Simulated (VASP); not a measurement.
# Co (P6_3/mmc) in VASP: single point with PBE

Aim: the single point of Co with PBE.

Program: VASP 6.6.1. These are calculated values, not measurements. Logs are shortened: lines on timing, memory, paths and dates and some standing lists are left out, and cuts for length are marked.

### 1 The cell of the first run

The structure is hexagonal, space group P6_3/mmc (No. 194). The conventional cell has a = 2.471 Å, b = 2.471 Å, c = 8.088 Å, α = 90.00°, β = 90.00°, γ = 120.00°. Within 3.3 Å of Co (site symmetry -3m) lie 12 Co at 2.47 Å. Co (site symmetry -6m2) has 12 Co at 2.47 Å within 3.3 Å.

### 2 Single point, PBE, collinear spin, ferromagnetic start

Contents of INCAR:

```
SYSTEM = Co
ALGO     = Normal         ! electronic algorithm
EDIFF    = 1E-6           ! SCF threshold, eV
ENCUT    = 520            ! plane-wave cutoff, eV
GGA      = PE             ! functional
ISIF     = 2              ! what is computed and relaxed
ISMEAR   = -1             ! smearing method
ISPIN    = 2              ! spin polarisation
LASPH    = .TRUE.         ! aspherical terms in the spheres
LCHARG   = .TRUE.         ! write CHGCAR
LELF     = .TRUE.         ! ELF
LMAXMIX  = 4              ! l up to which the mixer works
LORBIT   = 11             ! projections on sites
LREAL    = .FALSE.        ! projectors in reciprocal space
LVHAR    = .TRUE.       
LWAVE    = .FALSE.        ! write WAVECAR
MAGMOM   = 1.8 1.8 1.8 1.8 ! initial moments
NBANDS   = 30             ! bands
NELM     = 150            ! most SCF steps
PREC     = Accurate       ! precision mode
SIGMA    = 0.1            ! smearing width, eV
```

Contents of KPOINTS:

```
k-points
0
G
  11 11 3
  0 0 0
```

Contents of POSCAR:

```
Co
1.0
    2.4705620000      0.0000000000      0.0000000000
   -1.2352810000      2.1395690000      0.0000000000
    0.0000000000      0.0000000000      8.0882340000
Co
4
Direct
    0.0000000000      0.0000000000      0.0000000000
    0.3333333333      0.6666666667      0.2500000000
    0.0000000000      0.0000000000      0.5000000000
    0.6666666667      0.3333333333      0.7500000000
```

Potentials or basis: VASP PAW PBE potentials, release 64 (Co).

On the command line:

```bash
$ cat potpaw_PBE.64/Co/POTCAR > POTCAR
$ mpirun -np 1 vasp_std > vasp.out
```

OUTCAR:

```text
SYSTEM = Co
   EDIFF = 1E-6
   ENCUT = 520
   GGA = PE
   ISIF = 2
   ISMEAR = -1
   ISPIN = 2
   LASPH = .TRUE.
   LORBIT = 11
   LREAL = .FALSE.
   NELM = 150
   PREC = Accurate

 ion  position               nearest neighbor table
   1  0.000  0.000  0.000-   2 2.47   4 2.47   4 2.47   2 2.47   4 2.47   2 2.47
   2  0.333  0.667  0.250-   1 2.47   3 2.47   1 2.47   3 2.47   1 2.47   3 2.47
   3  0.000  0.000  0.500-   2 2.47   4 2.47   4 2.47   2 2.47   4 2.47   2 2.47
   4  0.667  0.333  0.750-   1 2.47   3 2.47   1 2.47   3 2.47   1 2.47   3 2.47

  LATTYP: Found a hexagonal cell.
 ALAT       =     2.4705620000
 C/A-ratio  =     3.2738437651

  Lattice vectors:

 A1 = (   2.4705620000,   0.0000000000,   0.0000000000)
 A2 = (  -1.2352810000,   2.1395690000,   0.0000000000)
 A3 = (   0.0000000000,   0.0000000000,   8.0882340000)

Analysis of symmetry for initial positions (statically):
=====================================================================
 Subroutine PRICEL returns:
 Original cell was already a primitive cell.

 Routine SETGRP: Setting up the symmetry group for a
 hexagonal supercell.

 Subroutine GETGRP returns: Found 24 space group operations
 (whereof 12 operations were pure point group operations)
 out of a pool of 24 trial point group operations.

The static configuration has the point symmetry D_3d.
 The point group associated with its full space group is D_6h.

Analysis of symmetry for dynamics (positions and initial velocities):
=====================================================================
 Subroutine PRICEL returns:
 Original cell was already a primitive cell.

 Routine SETGRP: Setting up the symmetry group for a
 hexagonal supercell.

 Subroutine GETGRP returns: Found 24 space group operations
 (whereof 12 operations were pure point group operations)
 out of a pool of 24 trial point group operations.

The dynamic configuration has the point symmetry D_3d.
 The point group associated with its full space group is D_6h.

Analysis of structural, dynamic, and magnetic symmetry:
=====================================================================
 Subroutine PRICEL returns:
 Original cell was already a primitive cell.

 Routine SETGRP: Setting up the symmetry group for a
 hexagonal supercell.

 Subroutine GETGRP returns: Found 24 space group operations
 (whereof 12 operations were pure point group operations)
 out of a pool of 24 trial point group operations.

The overall configuration has the point symmetry D_3d.
 The point group associated with its full space group is D_6h.

[... 124 lines left out ...]
  Fermi-wavevector in a.u.,A,eV,Ry     =   1.545908  2.921343 32.515647  2.389833
  Thomas-Fermi vector in A             =   2.651220
   LORBIT       =     11    0 simple, 1 ext, 2 COOP (PROOUT), +10 PAW based schemes
   GGA     = PE    functional components
   LHFCALC =     F    Hartree Fock is set to
   AEXX    =    0.0000 exact exchange contribution
   IVDW    =     0    specifies the selected vdW correction
   LEPSILON=     F    determine dielectric tensor
   LRPA    =     F    only Hartree local field effects (RPA)
 spin polarized calculation
  energy-cutoff  :      520.00
  volume of cell :       42.75
 maximum number of plane-waves:      1168
   NGX =  9   NGY =  9   NGZ = 31

 number of electron      35.9999992 magnetization       6.3117891

 Free energy of the ion-electron system (eV)
  ---------------------------------------------------
  ext. energy  EPLUGINS =         0.00000000
  ---------------------------------------------------
  free energy    TOTEN  =       -28.17395868 eV

  energy without entropy =      -28.04479868  energy(sigma->0) =      -28.10937868

 E-fermi :  10.5402     XC(G=0): -13.4920

 val. band max:       10.5394148160   @ k =   0.2727   0.0000   0.0000
 cond. band min:      10.5626012067   @ k =   0.3636   0.0909   0.0000
 fundamental gap:      0.0231863907
 Fermi energy:        10.5402177105

 spin component 1

 k-point     1 :       0.0000    0.0000    0.0000
  band No.  band energies     occupation
      1       1.4726      1.00000
      2       3.6947      1.00000
      3       3.7106      1.00000
      4       5.2859      1.00000
      5       7.4925      1.00000
      6       7.5217      1.00000
[... 781 lines left out ...]
     29      27.1141      0.00000
     30      27.7247      0.00000

 [... further k-points ...]

 spin component 2

 k-point     1 :       0.0000    0.0000    0.0000
  band No.  band energies     occupation
      1       1.4723      1.00000
      2       3.7709      1.00000
      3       3.7731      1.00000
      4       6.1749      1.00000
      5       8.7907      1.00000
      6       8.8457      1.00000
[... 781 lines left out ...]
     29      27.4301      0.00000
     30      28.0431      0.00000

 [... further k-points ...]
[... 5 lines left out ...]
  --------------------------------------------------------------------------------------
  -------------------------------------------------------------------------------------
  Total        0.9875405      0.9875401      0.3434064     -0.0000000     -0.0000000      0.0000000
  in kB       37.0074988     37.0074831     12.8689524     -0.0000000     -0.0000000      0.0000000
  external PRESSURE =      28.9613115 kB  Pullay stress =       0.0000000 kB

 VOLUME and BASIS-vectors are now :
 -----------------------------------------------------------------------------
  energy-cutoff  :      520.00
  volume of cell :       42.75
      direct lattice vectors                 reciprocal lattice vectors
     2.470562000  0.000000000  0.000000000     0.404766203  0.233691926  0.000000000
    -1.235281000  2.139569000  0.000000000     0.000000000  0.467383852  0.000000000
     0.000000000  0.000000000  8.088234000     0.000000000  0.000000000  0.123636383

 POSITION                                       TOTAL-FORCE (eV/Angst)
 -----------------------------------------------------------------------------------
      0.00000      0.00000      0.00000         0.000000      0.000000      0.000000
     -0.00000      1.42638      2.02206        -0.000000      0.000000      0.000000
      0.00000      0.00000      4.04412         0.000000      0.000000      0.000000
      1.23528      0.71319      6.06618         0.000000     -0.000000     -0.000000
 -----------------------------------------------------------------------------------
    total drift:                                0.000000     -0.000000      0.000000

  FREE ENERGIE OF THE ION-ELECTRON SYSTEM (eV)
  ---------------------------------------------------
  free  energy   TOTEN  =       -28.1739586753 eV

  energy  without entropy=      -28.0447986797  energy(sigma->0) =      -28.10937868

 total charge

# of ion       s       p       d       tot
------------------------------------------
    1        0.495   0.533   7.277   8.305
    2        0.495   0.535   7.270   8.300
    3        0.495   0.533   7.277   8.305
    4        0.495   0.535   7.270   8.300
--------------------------------------------------
tot          1.980   2.136  29.094  33.210

 magnetization (x)

# of ion       s       p       d       tot
------------------------------------------
    1       -0.015  -0.053   1.654   1.586
    2       -0.015  -0.053   1.672   1.604
    3       -0.015  -0.053   1.654   1.586
    4       -0.015  -0.053   1.672   1.604
--------------------------------------------------
tot         -0.061  -0.213   6.652   6.379
```

Run time: 98 s. Hardware: 1 thread of AMD EPYC 7R43 (Zen 3), shared host; peak memory 0.16 GiB.

What came out:

```
Free energy                                           : -28.1740 eV
Pressure                                              : 2.9 GPa
Net moment                                            : 6.31 μB per cell
Site moments                                          : Co +1.59, +1.60 μB
Valence electrons inside the program's atomic spheres : Co 8.30
```

Levels at points of the mesh, in eV from the Fermi level:
Spin up:
```tsv
k point	band 19	band 20	band 21	band 22	band 23	band 24
(0.00, 0.00, 0.00)	-1.48	-1.17	-1.17	-0.78	-0.78	-0.29
```
Spin down:
| k point | band 12 | band 13 | band 14 | band 15 | band 16 | band 17 |
| --- | --- | --- | --- | --- | --- | --- |
| (0.00, 0.00, 0.00) | -0.89 | -0.89 | -0.84 | -0.84 | -0.35 | 0.03 |
